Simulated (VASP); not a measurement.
Here is a VASP 6.6.1 calculation.

The input INCAR:

```
SYSTEM = B
PREC = Accurate
ENCUT = 520
EDIFF = 1E-6
ISMEAR = -1
SIGMA = 0.1
LREAL = .False.
LASPH = .True.
NELM = 60
ALGO = Normal
ISIF = 2
LWAVE = .False.
LCHARG = .False.
GGA = CA
NBANDS = 14
```

Contents of KPOINTS:

```
regular mesh
0
Gamma
  9 9 3
  0 0 0
```

Contents of POSCAR:

```
B
1.0
    2.8907180000      0.0000000000      0.0000000000
   -1.4453590000      2.5034350000      0.0000000000
    0.0000000000      0.0000000000      7.4353130000
B
4
Direct
    0.3333333333      0.6666666667      0.9520460000
    0.6666666667      0.3333333333      0.0479540000
    0.6666666667      0.3333333333      0.4520460000
    0.3333333333      0.6666666667      0.5479540000
```

Potentials or basis: VASP PAW LDA potentials, release 64 (B).

Command:

```sh
$ cat potpaw_LDA.64/B/POTCAR > POTCAR
$ mpirun -np 1 vasp_std > vasp.out
```

**Question.** Predict the pressure.

**Answer.** -22.1 GPa.

**Question.** Estimate the band gap on the k mesh.

**Answer.** Zero (band 6 reaches 3.59 eV, above the bottom of band 7 at -0.52 eV).

**Question.** Estimate the largest force.

**Answer.** 2.514 eV/Å.

Stress tensor (GPa, compression positive):
```
-19.69   0.00   0.00
  0.00 -19.69   0.00
  0.00   0.00 -26.93
```

Caveat: forces of over 1 eV/Å act on the atoms, so gaps and moduli don't describe the material at rest.
